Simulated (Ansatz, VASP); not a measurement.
**One calculation of TiSnTe3, two programs**

```xyz
5
Lattice="4.1889 0.0000 0.0000 0.0000 4.1889 0.0000 0.0000 0.0000 11.5487" Properties=species:S:1:pos:R:3 pbc="T T T"
Ti    0.0000    0.0000    0.0000
Sn    0.0000    0.0000    5.7743
Te    0.0000    0.0000    9.0273
Te    0.0000    0.0000    2.5214
Te    2.0944    2.0944    5.7743
```

Alike in both runs: functional PBE; k mesh 4 × 4 × 2; occupations gaussian, width 0.1 eV; no spin polarisation.

Ansatz relaxed the structure, and its values are those at the end. VASP's run is a single point on that final structure, the one shown.

|  | VASP | Ansatz |
| --- | --- | --- |
| version | VASP 6.6.1 | Ansatz 0.2.0 |
| potentials or method | VASP PAW PBE potentials, release 64 (Ti_sv, Sn_d, Te), cutoff 520 eV | scalar-relativistic, plane waves, PAW |
| valence electrons in the cell | 44 | 74 |

|  | VASP | Ansatz | Ansatz less VASP |
| --- | --- | --- | --- |
| gap on the k mesh at the Fermi level (eV) | none | none | - |
| pressure (GPa) | 0.0 | 0.0 | +0.02 |
| rms of the force components (eV/Å) | 0.003 | 0.002 | -0.0005 |

A gap of «none» marks a metal or a gap that the smearing closes. VASP's potentials hold 44 valence electrons a cell and Ansatz's 74, so a difference there can come from the potentials and not from the codes.

The k mesh is coarse, so the values compare programs but aren't converged. Spin-orbit coupling is off throughout.
